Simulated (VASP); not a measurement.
Sn, 1 atom in the cell. Symmetry: Im-3m, No. 229, cubic system. The conventional cell has a = 3.906 Å, b = 3.906 Å, c = 3.906 Å, α = 90.00°, β = 90.00°, γ = 90.00°. Sn (site symmetry m-3m) has 14 Sn at 3.38 to 3.91 Å within 4.4 Å. This isn't the form of Sn at room conditions, which is tetragonal (white tin).

* Program: VASP 6.6.1
* Task: single point
* Functional: PBE
* Potentials or basis: VASP PAW PBE potentials, release 64 (Sn_d)
* Cutoff: 520 eV
* k mesh: 19 × 19 × 19
* Occupations: fermi-dirac, width 0.1 eV
* Spin: no spin polarisation
* Dipole correction: no
* Further INCAR settings: ALGO = Normal; EDIFF = 1e-07; NBANDS = 13

Potentials or basis: VASP PAW PBE potentials, release 64 (Sn_d).

The run is started by

```bash
$ cat potpaw_PBE.64/Sn_d/POTCAR > POTCAR
$ mpirun -np 1 vasp_std > vasp.out
```

Hardware: 1 thread of Intel Xeon 8259CL (shared host).

Question: Estimate the wall time of this run.

Answer: Run time: 2.1 min on 1 thread of Intel Xeon 8259CL, with other jobs on the host, peak memory 0.21 GiB. Counts: scf iterations 12, k points 220.
